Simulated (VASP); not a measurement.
A run of VASP 6.6.1:

The input INCAR:

```
ALGO = Normal
EDIFF = 1E-6
ENCUT = 520
GGA = PE
ISIF = 2
ISMEAR = 0
LASPH = T
LCHARG = F
LREAL = F
LWAVE = F
NBANDS = 13
NELM = 80
PREC = Accurate
SIGMA = 0.15
```

KPOINTS

```
k-points
0
Gamma
  20 20 20
```

File POSCAR:

```
Ru
1.0
    0.1333558828      1.8765077787      1.8765077787
    1.8765077787      0.1333558828      1.8765077787
    1.8765077787      1.8765077787      0.1333558828
Ru
1
Direct
    0.0000000000      0.0000000000      0.0000000000
```

Potentials or basis: VASP PAW PBE potentials, release 64 (Ru_pv).

Command:

```bash
$ cat potpaw_PBE.64/Ru_pv/POTCAR > POTCAR
$ mpirun -np 1 vasp_std > vasp.out
```

Hardware: 1 thread of Intel(R) Xeon(R) Platinum 8259CL CPU @ 2.50GHz (Skylake/Cascade Lake), with other jobs on the host.

Problem. How long does it take, and how much memory?

Solution. Run time: 98 s on 1 thread of Intel(R) Xeon(R) Platinum 8259CL CPU @ 2.50GHz (Skylake/Cascade Lake), with other jobs on the host, peak memory 0.22 GiB. Counts: scf iterations 11, k points 781.
